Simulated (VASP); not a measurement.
Hf: single point with revPBE+D3(BJ)

The system is Hf.

```
Hf
1.0
     0.00000    2.23412    2.23412
     2.23412    0.00000    2.23412
     2.23412    2.23412    0.00000
Hf
1
Direct
  0.00000 0.00000 0.00000
```

This isn't the form of Hf at room conditions, which is hcp.

* Program: VASP 6.6.1
* Task: single point
* Functional: revPBE
* Dispersion: D3(BJ)
* Potentials or basis: VASP PAW PBE potentials, release 64 (Hf_pv)
* Cutoff: 520 eV
* k mesh: 10 × 10 × 10
* Occupations: fermi-dirac, width 0.1 eV
* Spin: no spin polarisation

| Item | Value |
| --- | --- |
| Pressure | -3.0 GPa |
| Band gap on the k mesh | zero (bands 5 and 6 overlap by 1.82 eV) |
| Dispersion energy per atom | -0.789 eV |

Levels at points of the mesh, in eV from the Fermi level:
```csv
k point,band 3,band 4,band 5,band 6,band 7,band 8
"(0.00, 0.00, 0.00)",-30.03,-7.22,1.42,1.42,1.42,4.23
"(0.50, 0.00, 0.00)",-30.14,-3.64,0.56,1.20,1.20,6.35
"(0.50, 0.50, 0.00)",-30.32,-3.26,-2.13,2.51,6.37,6.97
```

Wall time 6.3 s on 1 thread of AMD EPYC 9R45 (Zen 5) (shared host), peak memory 0.11 GiB.

Caveat: three body term missing; the PAW data sets were made with another functional, which shifts forces and pressure a little; spin-orbit coupling is left out, which moves the levels of the heavy elements.
